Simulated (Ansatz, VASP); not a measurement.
# Be in VASP and in Ansatz

Contents of INCAR:

```
PREC = Accurate
ENCUT = 520
EDIFF = 1E-6
ISMEAR = -1
SIGMA = 0.03
LREAL = F
LASPH = T
NELM = 100
ALGO = Normal
ISIF = 2
LWAVE = F
LCHARG = F
GGA = PS
NBANDS = 7
```

KPOINTS

```
Automatic mesh
0
Gamma
  23 23 23
```

The input POSCAR:

```
Be
1.0
   -1.2405897418      1.2531209513      1.2531209513
    1.2531209513     -1.2405897418      1.2531209513
    1.2531209513      1.2531209513     -1.2405897418
Be
1
Direct
    0.0000000000      0.0000000000      0.0000000000
```

Input for Ansatz:

```yaml
crystal:
  lattice:
    - [-1.2405897418, 1.2531209513, 1.2531209513]
    - [1.2531209513, -1.2405897418, 1.2531209513]
    - [1.2531209513, 1.2531209513, -1.2405897418]
  atoms:
    - { symbol: Be, position: [0.0, 0.0, 0.0] }
kpoints:
  mp_grid: { grid: [23, 23, 23] }
  band_path:
    path:
      - [0.0, 0.0, 0.0]
      - [0.0, 0.0, 0.5]
      - [-0.5, 0.5, 0.5]
      - [-0.7474684983, 0.2525315017, 0.2525315017]
      - [0.2525315017, 0.2525315017, 0.2525315017]
      - [0.0, 0.0, 0.0]
      - [-0.5, 0.0, 0.5]
    npoints: 5
scf:
  occupations: { method: fermi_dirac, width: 0.03 }
hamiltonian:
  xc: pbesol
  pseudopotentials: { kind: all_electron, lapw: { basis_error: 0.00025 } }
output:
  forces: true
  stress: true
  eigenvalues: true
```

Change from the starting cell: equal xy, yz and zx shear strains of +1 %.

Alike in both runs: task single point; functional PBEsol; k mesh 23 × 23 × 23; occupations fermi-dirac, width 0.03 eV; no spin polarisation.

```csv
,VASP,Ansatz
version,VASP 6.6.1,Ansatz 0.2.0
potentials or method,"VASP PAW PBE potentials, release 64 (Be), cutoff 520 eV","all-electron LAPW, scalar-relativistic"
```

```tsv
	VASP	Ansatz	Ansatz less VASP
pressure (GPa)	-1.6	-2.0	-0.46
traceless stress, the component that is largest in VASP (GPa)	-1.97	-1.97	+0.006
```

VASP's potentials were made for PBE, not for PBEsol. Ansatz ran all-electron here, and VASP with PAW potentials.
